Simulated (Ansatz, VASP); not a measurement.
One calculation of LiH, two programs

Contents of INCAR:

```
PREC = Accurate ; ENCUT = 520
EDIFF = 1E-6 ; ISMEAR = 0
SIGMA = 0.05 ; LREAL = False
LASPH = True ; NELM = 100
ALGO = Normal ; ISIF = 2
LWAVE = False ; LCHARG = False
GGA = PS ; NBANDS = 24
```

The input KPOINTS:

```
regular mesh
0
Gamma
  9 9 2
```

The input POSCAR:

```
LiH
1.0
    1.9895719486     -1.9895719486      0.0000000000
    1.9895719486      0.0000000000     -1.9895719486
    8.6216110819      7.6266261504      7.6266261504
Li H
6 6
Direct
    0.9235930550     -0.0764069450      0.4583500000
    0.2847097217      0.2847097217      0.2916833333
    0.5624763883      0.5624763883      0.6250166667
    0.8402430550      0.8402430550      0.9583500000
    0.2013597217      0.2013597217      0.7916833333
    0.6458263883      0.6458263883      0.1250166667
    0.6041513883      0.6041513883      0.3750166667
   -0.0347319450     -0.0347319450      0.2083500000
    0.2430347217      0.2430347217      0.5416833333
    0.5208013883      0.5208013883      0.8750166667
    0.8819180550      0.8819180550      0.7083500000
    0.3263847217      0.3263847217      0.0416833333
```

Input for Ansatz:

```yaml
crystal:
  lattice:
    - [1.9895719486, -1.9895719486, 0.0]
    - [1.9895719486, 0.0, -1.9895719486]
    - [8.6216110819, 7.6266261504, 7.6266261504]
  atoms:
    - { symbol: Li, position: [0.923593055, -0.076406945, 0.45835] }
    - { symbol: Li, position: [0.2847097217, 0.2847097217, 0.2916833333] }
    - { symbol: Li, position: [0.5624763883, 0.5624763883, 0.6250166667] }
    - { symbol: Li, position: [0.840243055, 0.840243055, 0.95835] }
    - { symbol: Li, position: [0.2013597217, 0.2013597217, 0.7916833333] }
    - { symbol: Li, position: [0.6458263883, 0.6458263883, 0.1250166667] }
    - { symbol: H, position: [0.6041513883, 0.6041513883, 0.3750166667] }
    - { symbol: H, position: [-0.034731945, -0.034731945, 0.20835] }
    - { symbol: H, position: [0.2430347217, 0.2430347217, 0.5416833333] }
    - { symbol: H, position: [0.5208013883, 0.5208013883, 0.8750166667] }
    - { symbol: H, position: [0.881918055, 0.881918055, 0.70835] }
    - { symbol: H, position: [0.3263847217, 0.3263847217, 0.0416833333] }
basis:
  ecutwfc: 420
kpoints:
  mp_grid: { grid: [9, 9, 2] }
hamiltonian:
  xc: pbesol
scf:
  occupations: { method: gaussian, width: 0.05 }
output:
  forces: true
  stress: true
  eigenvalues: true
  write_density: true
  write_potential: true
  elf: true
  volumetric_format: npy
```

Alike in both runs: task single point; functional PBEsol; k mesh 9 × 9 × 2; occupations gaussian, width 0.05 eV; no spin polarisation.

|  | VASP | Ansatz |
| --- | --- | --- |
| version | VASP 6.6.1 | Ansatz 0.2.0 |
| potentials or method | VASP PAW PBE potentials, release 64 (Li_sv, H), cutoff 520 eV | scalar-relativistic, plane waves, PAW |
| valence electrons in the cell | 24 | 24 |

|  | VASP | Ansatz | Ansatz less VASP |
| --- | --- | --- | --- |
| gap on the k mesh at the Fermi level (eV) | 2.58 | 2.58 | 0.000 |
| least direct gap on the mesh (eV) | 2.89 | 2.89 | +0.001 |
| rms of the force components (eV/Å) | 0.108 | 0.107 | -0.0008 |

VASP's potentials were made for PBE, not for PBEsol. Atom by atom the forces differ by 0.001 eV/Å (rms over components). The functional is the same, so the differences come from potentials, cutoffs and numerics.

Noted on VASP's run: the cutoff is under 1.25 times that of the potentials, so the pressure is a little rough.
